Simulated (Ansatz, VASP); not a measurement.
CaSe in VASP and in Ansatz

Contents of POSCAR:

```
CaSe
1.0
    5.1037705536      0.0000000000      0.0000000000
   -2.5518852768      4.4199949545      0.0000000000
    0.0000000000      0.0000000000      5.9909719647
Ca Se
2 2
Direct
    0.3333333333      0.6666666667     -0.0624992787
    0.6666666667      0.3333333333      0.4375007213
    0.3333333333      0.6666666667      0.4374992787
    0.6666666667      0.3333333333      0.9374992787
```

INCAR.step1

```
  PREC = Accurate
  ENCUT = 520
  ISMEAR = 0
  SIGMA = 0.01
  LREAL = F
  LASPH = T
  NELM = 100
  NBANDS = 24
  GGA = PE
  ALGO = Normal
  EDIFF = 1E-4
  LWAVE = T
  LCHARG = F
```

Contents of INCAR.step2:

```
  PREC = Accurate
  ENCUT = 520
  EDIFF = 1E-7
  ISMEAR = 0
  SIGMA = 0.01
  LREAL = F
  LASPH = T
  NELM = 100
  ALGO = Normal
  ISIF = 2
  LWAVE = F
  LCHARG = T
  METAGGA = R2SCAN
  LMIXTAU = T
  LELF = T
  LVHAR = T
  NBANDS = 24
  ISTART = 1
```

The input KPOINTS:

```
regular mesh
0
Gamma
  6 6 4
```

Input for Ansatz:

```yaml
crystal:
  lattice:
    - [5.1037705536, 0.0, 0.0]
    - [-2.5518852768, 4.4199949545, 0.0]
    - [0.0, 0.0, 5.9909719647]
  atoms:
    - { symbol: Ca, position: [0.3333333333, 0.6666666667, -0.0624992787] }
    - { symbol: Ca, position: [0.6666666667, 0.3333333333, 0.4375007213] }
    - { symbol: Se, position: [0.3333333333, 0.6666666667, 0.4374992787] }
    - { symbol: Se, position: [0.6666666667, 0.3333333333, 0.9374992787] }
kpoints:
  mp_grid: { grid: [6, 6, 4] }
hamiltonian:
  xc: r2scan
scf:
  occupations: { method: fixed }
  n_extra_bands: 5
output:
  forces: true
  stress: true
  eigenvalues: true
```

Alike in both runs: task single point; functional r2SCAN; k mesh 6 × 6 × 4; no spin polarisation.

```csv
,VASP,Ansatz
version,VASP 6.6.1,Ansatz 0.2.0
potentials or method,"VASP PAW PBE potentials, release 64 (Ca_sv, Se)","plane waves, PAW"
plane-wave cutoff (eV),520,500
occupations,"gaussian, width 0.01 eV",fixed
valence electrons in the cell,32,52
```

VASP gave:

| Property | Result |
| --- | --- |
| gap on the k mesh at the Fermi level (eV) | 2.93 |
| pressure (GPa) | -1.9 |
| traceless stress, the component that is largest in VASP (GPa) | -0.23 |

Question: What did Ansatz give for the same quantities?

Answer: gap on the k mesh at the Fermi level (eV): 2.94; pressure (GPa): -2.1; traceless stress, the component that is largest in VASP (GPa): -0.23.

VASP's potentials were made for PBE, not for r2SCAN. VASP's potentials hold 32 valence electrons a cell and Ansatz's 52, so a difference there can come from the potentials and not from the codes. Ansatz's warnings: structure snapped to symmetry.
